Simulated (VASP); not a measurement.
NaSc2CuF11, 15 atoms in the cell. The typed cell holds 15 atoms: a = 8.002 Å, b = 5.812 Å, c = 5.867 Å, α = 108.15°, β = 114.41°, γ = 96.10°. 

* Program: VASP 6.6.1
* Task: single point
* Functional: PBEsol
* Potentials or basis: VASP PAW PBE potentials, release 64 (F, Na_pv, Sc_sv, Cu)
* Cutoff: 520 eV
* k mesh: 3 × 4 × 4, shifted
* Occupations: methfessel-paxton, width 0.0812 eV
* Spin: no spin polarisation
* Dipole correction: no
* Further INCAR settings: LREAL = Auto; ALGO = Normal; EDIFF = 1e-07; NBANDS = 72

Potentials or basis: VASP PAW PBE potentials, release 64 (F, Na_pv, Sc_sv, Cu).

The run is started by

```bash
$ cat potpaw_PBE.64/F/POTCAR potpaw_PBE.64/Na_pv/POTCAR potpaw_PBE.64/Sc_sv/POTCAR potpaw_PBE.64/Cu/POTCAR > POTCAR
$ mpirun -np 1 vasp_std > vasp.out
```

Hardware: 1 thread of AMD EPYC 7R43 64-Core Processor (Zen 3), on a shared host.

Q: Estimate the wall time of this run.

A: Wall time 69 min on 1 thread of AMD EPYC 7R43 64-Core Processor (Zen 3), with other jobs on the host, peak memory 0.46 GiB. Counts: scf iterations 58, k points 24.
